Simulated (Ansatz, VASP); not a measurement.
## One calculation of LiBe16, two programs

```
Be Li
1.0
    -2.29000   -3.96640    0.00000
     3.43500   -1.98320    0.00000
     0.00000    0.00000    7.17686
Be Li
16 1
Direct
  0.75779 0.54342 0.00692
  0.49163 0.34464 0.25226
  0.72694 0.33706 0.50777
  0.49149 0.34414 0.76261
  0.51243 0.02802 0.00684
  0.26218 0.84973 0.25189
  0.53188 0.94331 0.50637
  0.26191 0.85014 0.76212
  0.26024 0.53530 0.00719
  0.00513 0.40554 0.25274
  0.32483 0.54188 0.50719
  0.00500 0.40597 0.76104
  0.01640 0.04967 0.00700
  0.76737 0.90645 0.25312
  0.93960 0.72366 0.50669
  0.76676 0.90658 0.76023
  0.12623 0.13243 0.50713
```

Alike in both runs: functional PBE; k mesh 4 × 4 × 3; occupations gaussian, width 0.1 eV; no spin polarisation.

Ansatz relaxed the structure, and its values are those at the end. VASP's run is a single point on that final structure, the one shown.

```csv
,VASP,Ansatz
version,VASP 6.6.1,Ansatz 0.2.0
potentials or method,"VASP PAW PBE potentials, release 64 (Be, Li_sv), cutoff 520 eV","scalar-relativistic, plane waves, PAW"
valence electrons in the cell,35,35
```

Ansatz gave:

| Property | Result |
| --- | --- |
| rms of the force components (eV/Å) | 0.008 |

Q: Which values does VASP return?

A: rms of the force components (eV/Å): 0.010.

The k mesh is coarse, so the values compare programs but aren't converged. Noted on VASP's run: the cutoff is short for stress, so the pressure is rough.
